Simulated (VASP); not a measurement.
Input of a VASP 6.6.1 run:

Contents of INCAR:

```
SYSTEM = Ge3S
  PREC = Accurate
  ENCUT = 520
  EDIFF = 1E-6
  ISMEAR = 0
  SIGMA = 0.1
  LREAL = .FALSE.
  LASPH = .TRUE.
  NELM = 100
  ALGO = Normal
  ISIF = 2
  LWAVE = .FALSE.
  LCHARG = .TRUE.
  GGA = PE
  LELF = .TRUE.
  LVHAR = .TRUE.
  NBANDS = 32
```

Contents of KPOINTS:

```
regular mesh
0
G
  12 12 12
  0 0 0
```

The input POSCAR:

```
Ge3S
1.0
   -2.6841462147      2.6841462147      2.6841462147
    2.6841462147     -2.6841462147      2.6841462147
    2.6841462147      2.6841462147     -2.6841462147
Ge S
3 1
Direct
    0.0000000000      0.5000000000      0.5000000000
    0.5000000000      0.0000000000      0.5000000000
    0.5000000000      0.5000000000      0.0000000000
    0.0000000000      0.0000000000      0.0000000000
```

Potentials or basis: VASP PAW PBE potentials, release 64 (Ge_d, S).

Launch:

```sh
$ cat potpaw_PBE.64/Ge_d/POTCAR potpaw_PBE.64/S/POTCAR > POTCAR
$ mpirun -np 1 vasp_std > vasp.out
```

Predict the pressure.

0.2 GPa.

Predict the band gap on the k mesh.

zero (band 24 reaches 7.29 eV, above the bottom of band 25 at 3.61 eV).
